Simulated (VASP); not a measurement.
Rh, 7 atoms in the cell. The cell holds a slab with vacuum, 7 atoms: a = 2.708 Å, b = 2.708 Å, c = 29.265 Å, α = 90.00°, β = 90.00°, γ = 60.00°. 

- Program: VASP 6.6.1
- Task: single point
- Functional: PBE
- Potentials or basis: VASP PAW PBE potentials, release 64 (Rh_pv)
- Cutoff: 520 eV
- k mesh: 14 × 14 × 1
- Occupations: methfessel-paxton, width 0.1 eV
- Spin: no spin polarisation
- Dipole correction: yes
- Further INCAR settings: ALGO = Normal; EDIFF = 1e-06; NBANDS = 62

Potentials or basis: VASP PAW PBE potentials, release 64 (Rh_pv).

Command:

```console
$ cat potpaw_PBE.64/Rh_pv/POTCAR > POTCAR
$ mpirun -np 1 vasp_std > vasp.out
```

Hardware: 1 thread of Intel Xeon 6975P-C, with other jobs on the host.

Problem. How long does it take, and how much memory?

Solution. It took 9.4 min on 1 thread of Intel Xeon 6975P-C, with other jobs on the host, peak memory 0.4 GiB. Counts: scf iterations 31, k points 24.
